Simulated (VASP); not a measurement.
# Ni (Fm-3m) in VASP: further runs, part 2 of 2

VASP 6.6.1. The steps go on from the part before.

## (4) Single point, PBEsol, collinear spin, ferromagnetic start (volume scaled by 0.8)

INCAR

```
PREC = Accurate
ENCUT = 520
EDIFF = 1E-6
ISMEAR = -1
SIGMA = 0.05
LREAL = F
LASPH = T
NELM = 150
ALGO = Normal
ISIF = 2
LWAVE = F
LCHARG = T
ISPIN = 2
MAGMOM = 1
LORBIT = 11
LMAXMIX = 4
GGA = PS
LELF = T
LVHAR = T
NBANDS = 15
```

KPOINTS

```
regular mesh
0
Gamma
  20 20 20
```

POSCAR

```
Ni
1.0
    0.0000000000      1.6074853802      1.6074853802
    1.6074853802      0.0000000000      1.6074853802
    1.6074853802      1.6074853802      0.0000000000
Ni
1
Direct
    0.0000000000      0.0000000000      0.0000000000
```

Potentials or basis: VASP PAW PBE potentials, release 64 (Ni).

Run with:

```sh
$ cat potpaw_PBE.64/Ni/POTCAR > POTCAR
$ mpirun -np 1 vasp_std > vasp.out
```

OUTCAR:

```text
PREC = Accurate
   ENCUT = 520
   EDIFF = 1E-6
   ISMEAR = -1
   LREAL = F
   LASPH = T
   NELM = 150
   ISIF = 2
   ISPIN = 2
   LORBIT = 11
   GGA = PS

 ion  position               nearest neighbor table
   1  0.000  0.000  0.000-

  LATTYP: Found a face centered cubic cell.
 ALAT       =     3.2149707604

  Lattice vectors:

 A1 = (   0.0000000000,   1.6074853802,   1.6074853802)
 A2 = (   1.6074853802,   0.0000000000,   1.6074853802)
 A3 = (   1.6074853802,   1.6074853802,   0.0000000000)

Analysis of symmetry for initial positions (statically):
=====================================================================
 Subroutine PRICEL returns:
 Original cell was already a primitive cell.

 Routine SETGRP: Setting up the symmetry group for a
 face centered cubic supercell.

 Subroutine GETGRP returns: Found 48 space group operations
 (whereof 48 operations were pure point group operations)
 out of a pool of 48 trial point group operations.

The static configuration has the point symmetry O_h .

Analysis of symmetry for dynamics (positions and initial velocities):
=====================================================================
 Subroutine PRICEL returns:
 Original cell was already a primitive cell.

 Routine SETGRP: Setting up the symmetry group for a
 face centered cubic supercell.

 Subroutine GETGRP returns: Found 48 space group operations
 (whereof 48 operations were pure point group operations)
 out of a pool of 48 trial point group operations.

The dynamic configuration has the point symmetry O_h .

Analysis of structural, dynamic, and magnetic symmetry:
=====================================================================
 Subroutine PRICEL returns:
 Original cell was already a primitive cell.

 Routine SETGRP: Setting up the symmetry group for a
 face centered cubic supercell.

 Subroutine GETGRP returns: Found 48 space group operations
 (whereof 48 operations were pure point group operations)
 out of a pool of 48 trial point group operations.

The overall configuration has the point symmetry O_h .

 Subroutine INISYM returns: Found 48 space group operations
 (whereof 48 operations are pure point group operations),
 and found     1 'primitive' translations

----------------------------------------------------------------------------------------

                                     Primitive cell

  volume of cell :       8.3075

  direct lattice vectors                    reciprocal lattice vectors
     0.000000000  1.607485380  1.607485380    -0.311044820  0.311044820  0.311044820
     1.607485380  0.000000000  1.607485380     0.311044820 -0.311044820  0.311044820
     1.607485380  1.607485380  0.000000000     0.311044820  0.311044820 -0.311044820

  length of vectors
     2.273327626  2.273327626  2.273327626     0.538745431  0.538745431  0.538745431

  position of ions in fractional coordinates (direct lattice)
     0.000000000  0.000000000  0.000000000

  ion indices of the primitive-cell ions
   primitive index   ion index
                 1           1

----------------------------------------------------------------------------------------

 KPOINTS: regular mesh

Automatic generation of k-mesh.
 Grid dimensions read from file:
 generate k-points for:   20   20   20

 Generating k-lattice:

  Cartesian coordinates                     Fractional coordinates (reciprocal lattice)
    -0.015552241  0.015552241  0.015552241     0.050000000  0.000000000  0.000000000
     0.015552241 -0.015552241  0.015552241     0.000000000  0.050000000  0.000000000
     0.015552241  0.015552241 -0.015552241     0.000000000  0.000000000  0.050000000
[... 67 lines left out ...]
   PSTRESS=    0.0 pullay stress
   NELECT =      10.0000    total number of electrons
   NUPDOWN=      -1.0000    fix difference up-down
   EMIN   =  10.00;   EMAX   =-10.00  energy-range for DOS
   EFERMI =   0.00;   METHOD = LEGACY
   ISMEAR =    -1;   SIGMA  =   0.05  broadening in eV -4-tet -1-fermi 0-gaus
   EFERMI_NEDOS =   21; number of points for ismear=-14 and -15
   IALGO  =     38    algorithm
   IMIX   =      4    mixing-type and parameters
     AMIX     =   0.40;   BMIX     =  1.00
     AMIX_MAG =   1.60;   BMIX_MAG =  1.00
  volume/ion in A,a.u.               =       8.31        56.06
  Fermi-wavevector in a.u.,A,eV,Ry     =   1.741477  3.290915 41.262973  3.032743
  Thomas-Fermi vector in A             =   2.813927
   LORBIT       =     11    0 simple, 1 ext, 2 COOP (PROOUT), +10 PAW based schemes
   GGA     = PS    functional components
   LHFCALC =     F    Hartree Fock is set to
   AEXX    =    0.0000 exact exchange contribution
   IVDW    =     0    specifies the selected vdW correction
   LEPSILON=     F    determine dielectric tensor
   LRPA    =     F    only Hartree local field effects (RPA)
 spin polarized calculation
  energy-cutoff  :      520.00
  volume of cell :        8.31
 maximum number of plane-waves:       234
 NGX is ok and might be reduce to    18
   NGX =  9   NGY =  9   NGZ =  9

 number of electron      10.0000000 magnetization       1.0000000

 number of electron       9.9999999 magnetization       0.5505209

 Free energy of the ion-electron system (eV)
  ---------------------------------------------------
  ext. energy  EPLUGINS =         0.00000000
  ---------------------------------------------------
  free energy    TOTEN  =        -5.68814813 eV

  energy without entropy =       -5.67611368  energy(sigma->0) =       -5.68213090

 E-fermi :  13.6024     XC(G=0): -15.1179

 val. band max:       13.5998382024   @ k =   0.4000   0.2500   0.0500
 cond. band min:      13.6040043220   @ k =   0.4000   0.3000   0.1000
 fundamental gap:      0.0041661195
 Fermi energy:        13.6024118253

 spin component 1

 k-point     1 :       0.0000    0.0000    0.0000
  band No.  band energies     occupation
      1       2.4977      1.00000
      2      10.3732      1.00000
      3      10.3732      1.00000
      4      10.3732      1.00000
      5      12.0885      1.00000
      6      12.0885      1.00000
      7      39.5045      0.00000
      8      45.5513      0.00000
      9      45.5513      0.00000
     10      45.5513      0.00000
     11      49.9459      0.00000
     12      49.9459      0.00000
     13      49.9459      0.00000
     14      51.8218      0.00000
[... 403 lines left out ...]
      4      10.6596      1.00000
      5      12.6239      1.00000
      6      13.1239      0.99993
      7      25.1957      0.00000
      8      38.0177      0.00000
      9      41.9121      0.00000
     10      44.8529      0.00000
     11      46.3802      0.00000
     12      48.4670      0.00000
     13      53.7980      0.00000
     14      58.4112      0.00000
     15      61.9704      0.00000

 [... further k-points ...]

 spin component 2

 k-point     1 :       0.0000    0.0000    0.0000
  band No.  band energies     occupation
      1       2.5096      1.00000
      2      11.0093      1.00000
      3      11.0093      1.00000
      4      11.0093      1.00000
      5      12.6294      1.00000
      6      12.6294      1.00000
      7      39.4415      0.00000
      8      45.5475      0.00000
      9      45.5475      0.00000
     10      45.5475      0.00000
     11      50.0870      0.00000
     12      50.0870      0.00000
     13      50.0870      0.00000
     14      51.7843      0.00000
[... 403 lines left out ...]
      4      11.0801      1.00000
      5      13.2675      0.99877
      6      13.7399      0.06006
      7      25.4696      0.00000
      8      38.0001      0.00000
      9      41.9999      0.00000
     10      44.9674      0.00000
     11      46.4642      0.00000
     12      48.5332      0.00000
     13      53.9795      0.00000
     14      59.6098      0.00000
     15      62.0929      0.00000

 [... further k-points ...]
[... 5 lines left out ...]
  --------------------------------------------------------------------------------------
  -------------------------------------------------------------------------------------
  Total        4.5082972      4.5082972      4.5082972      0.0000000      0.0000000     -0.0000000
  in kB      869.4648516    869.4648516    869.4648516      0.0000000      0.0000000     -0.0000000
  external PRESSURE =     869.4648516 kB  Pullay stress =       0.0000000 kB

 VOLUME and BASIS-vectors are now :
 -----------------------------------------------------------------------------
  energy-cutoff  :      520.00
  volume of cell :        8.31
      direct lattice vectors                 reciprocal lattice vectors
     0.000000000  1.607485380  1.607485380    -0.311044820  0.311044820  0.311044820
     1.607485380  0.000000000  1.607485380     0.311044820 -0.311044820  0.311044820
     1.607485380  1.607485380  0.000000000     0.311044820  0.311044820 -0.311044820

 POSITION                                       TOTAL-FORCE (eV/Angst)
 -----------------------------------------------------------------------------------
      0.00000      0.00000      0.00000         0.000000      0.000000      0.000000
 -----------------------------------------------------------------------------------
    total drift:                                0.000000      0.000000     -0.000000

  FREE ENERGIE OF THE ION-ELECTRON SYSTEM (eV)
  ---------------------------------------------------
  free  energy   TOTEN  =        -5.6881481278 eV

  energy  without entropy=       -5.6761136817  energy(sigma->0) =       -5.68213090

 total charge

# of ion       s       p       d       tot
------------------------------------------
    1        0.640   0.802   8.511   9.953

 magnetization (x)

# of ion       s       p       d       tot
------------------------------------------
    1       -0.006  -0.024   0.569   0.538
```

OSZICAR:

```text
N       E                     dE             d eps       ncg     rms          rms(c)
DAV:   1     0.325636399586E+02    0.32564E+02   -0.41249E+03 16616   0.915E+02
DAV:   2    -0.554464533293E+01   -0.38108E+02   -0.35424E+02 17488   0.171E+02
DAV:   3    -0.676837877880E+01   -0.12237E+01   -0.12159E+01 18825   0.298E+01
DAV:   4    -0.677267138865E+01   -0.42926E-02   -0.42920E-02 19332   0.171E+00
DAV:   5    -0.677268851614E+01   -0.17127E-04   -0.17127E-04 19307   0.103E-01    0.149E+01
DAV:   6    -0.584767785687E+01    0.92501E+00   -0.87704E+00 20029   0.355E+01    0.507E+00
DAV:   7    -0.571879053730E+01    0.12889E+00   -0.77268E-01 17768   0.100E+01    0.325E+00
DAV:   8    -0.568918694217E+01    0.29604E-01   -0.28556E-02 23975   0.118E+00    0.689E-01
DAV:   9    -0.568828353416E+01    0.90341E-03   -0.58484E-04 21238   0.171E-01    0.220E-01
DAV:  10    -0.568814736593E+01    0.13617E-03   -0.53155E-05 23605   0.425E-02    0.614E-02
DAV:  11    -0.568814664120E+01    0.72473E-06   -0.44518E-05 21235   0.616E-02    0.224E-02
DAV:  12    -0.568814903138E+01   -0.23902E-05   -0.15068E-06 14978   0.118E-02    0.134E-02
DAV:  13    -0.568814812784E+01    0.90353E-06   -0.56076E-07 12853   0.640E-03
   1 F= -.56881481E+01 E0= -.56821309E+01  d E =-.120344E-01  mag=     0.5510
```

Run time: 34 s. Hardware: 1 thread of Intel Xeon 6975P-C (Granite Rapids), shared host; peak memory 0.16 GiB.

Results:

```yaml
Free_energy: -5.6881 eV
Pressure: 86.9 GPa
Net_moment: 0.55 μB per cell
Site_moments: Ni +0.54 μB
Valence_electrons_inside_the_program's_atomic_spheres: Ni 9.95
```

Caveat: the PAW data sets were made with another functional, which shifts forces and pressure a little.

## (5) Single point, PBEsol, collinear spin, ferromagnetic start (volume scaled by 0.88)

INCAR

```
PREC = Accurate ; ENCUT = 520
EDIFF = 1E-6 ; ISMEAR = -1
SIGMA = 0.05 ; LREAL = False
LASPH = True ; NELM = 150
ALGO = Normal ; ISIF = 2
LWAVE = False ; LCHARG = False
ISPIN = 2 ; MAGMOM = 1
LORBIT = 11 ; LMAXMIX = 4
GGA = PS ; NBANDS = 15
```

KPOINTS is that of step 4.

POSCAR

```
Ni
1.0
    0.0000000000      1.6593751939      1.6593751939
    1.6593751939      0.0000000000      1.6593751939
    1.6593751939      1.6593751939      0.0000000000
Ni
1
Direct
    0.0000000000      0.0000000000      0.0000000000
```

Run with:

```sh
$ cat potpaw_PBE.64/Ni/POTCAR > POTCAR
$ mpirun -np 1 vasp_std > vasp.out
```

Run time: 31 s. Hardware: 1 thread of Intel Xeon 6975P-C (Granite Rapids), shared host; peak memory 0.16 GiB.

Results (log left out):

```
Free energy                                           : -6.0067 eV
Pressure                                              : 39.6 GPa
Net moment                                            : 0.60 μB per cell
Site moments                                          : Ni +0.59 μB
Valence electrons inside the program's atomic spheres : Ni 9.69
```

Levels at points of the mesh, in eV from the Fermi level:
Spin up:
```tsv
k point	band 1	band 2	band 3	band 4	band 5	band 6	band 7	band 8	band 9	band 10
(0.00, 0.00, 0.00)	-10.35	-2.91	-2.91	-2.91	-1.42	-1.42	25.15	30.39	30.39	30.39
(0.50, 0.00, 0.00)	-5.91	-2.93	-2.93	-0.67	-0.53	-0.53	7.02	23.56	27.79	27.79
(0.50, 0.50, 0.00)	-5.85	-5.23	-0.49	-0.33	-0.33	2.52	10.87	16.47	16.47	22.05
```
Spin down:
| k point | band 2 | band 3 | band 4 | band 5 | band 6 | band 7 | band 8 | band 9 |
| --- | --- | --- | --- | --- | --- | --- | --- | --- |
| (0.00, 0.00, 0.00) | -2.23 | -2.23 | -2.23 | -0.83 | -0.83 | 25.07 | 30.39 | 30.39 |
| (0.50, 0.00, 0.00) | -2.34 | -2.34 | -0.68 | 0.19 | 0.19 | 7.44 | 23.48 | 27.89 |
| (0.50, 0.50, 0.00) | -4.68 | 0.13 | 0.47 | 0.47 | 2.53 | 11.15 | 16.51 | 16.51 |

Caveat: the PAW data sets were made with another functional, which shifts forces and pressure a little.

## (6) Single point, PBEsol, collinear spin, ferromagnetic start (volume scaled by 0.88)

INCAR

```
SYSTEM = Ni
ALGO = Normal
EDIFF = 1E-6
ENCUT = 520
GGA = PS
ISIF = 2
ISMEAR = -1
ISPIN = 2
LASPH = .True.
LCHARG = .False.
LMAXMIX = 4
LORBIT = 11
LREAL = .False.
LWAVE = .False.
MAGMOM = 1
NBANDS = 15
NELM = 150
PREC = Accurate
SIGMA = 0.05
```

KPOINTS

```
k-points
0
Gamma
  20 20 20
  0 0 0
```

POSCAR is that of step 5.

Potentials or basis: VASP PAW PBE potentials, release 64 (Ni).

Run with:

```sh
$ cat potpaw_PBE.64/Ni/POTCAR > POTCAR
$ mpirun -np 1 vasp_std > vasp.out
```

Wall time 34 s (1 thread of Intel Xeon 6975P-C (Granite Rapids), shared host); peak memory 0.16 GiB.

It converged, with:

```yaml
Free_energy: -6.0067 eV
Pressure: 39.6 GPa
Net_moment: 0.60 μB per cell
Site_moments: Ni +0.59 μB
Valence_electrons_inside_the_program's_atomic_spheres: Ni 9.69
```

Levels at points of the mesh, in eV from the Fermi level:
Spin up:
```
           k point  band 1  band 2  band 3  band 4  band 5  band 6  band 7  band 8  band 9  band 10
(0.00, 0.00, 0.00)  -10.35   -2.91   -2.91   -2.91   -1.42   -1.42   25.15   30.39   30.39    30.39
(0.50, 0.00, 0.00)   -5.91   -2.93   -2.93   -0.67   -0.53   -0.53    7.02   23.56   27.79    27.79
(0.50, 0.50, 0.00)   -5.85   -5.23   -0.49   -0.33   -0.33    2.52   10.87   16.47   16.47    22.05
```
Spin down:
```
           k point  band 2  band 3  band 4  band 5  band 6  band 7  band 8  band 9
(0.00, 0.00, 0.00)   -2.23   -2.23   -2.23   -0.83   -0.83   25.07   30.39   30.39
(0.50, 0.00, 0.00)   -2.34   -2.34   -0.68    0.19    0.19    7.44   23.48   27.89
(0.50, 0.50, 0.00)   -4.68    0.13    0.47    0.47    2.53   11.15   16.51   16.51
```

Caveat: the PAW data sets were made with another functional, which shifts forces and pressure a little.

## (7) Summary

```tsv
cell	gap on the mesh (eV)	pressure (GPa)	moment (μB)
a = 2.110 Å, angles 60.0°, 1 atom	none	296.5	0.43
a = 2.195 Å, angles 60.0°, 1 atom	none	165.0	0.49
a = 2.273 Å, angles 60.0°, 1 atom	none	86.9	0.55
a = 2.347 Å, angles 60.0°, 1 atom	none	39.6	0.60
```

Alike in all rows: task single point; level PBEsol; potentials or basis VASP PAW PBE potentials, release 64 (Ni); spin collinear, ferromagnetic start; k mesh 20 × 20 × 20; cutoff (eV) 520; smearing fermi-dirac 0.05 eV.

Caveats: the PAW data sets were made with another functional, which shifts forces and pressure a little.

Total energies depend on the potentials used, so only differences within one code and one set of settings carry meaning.
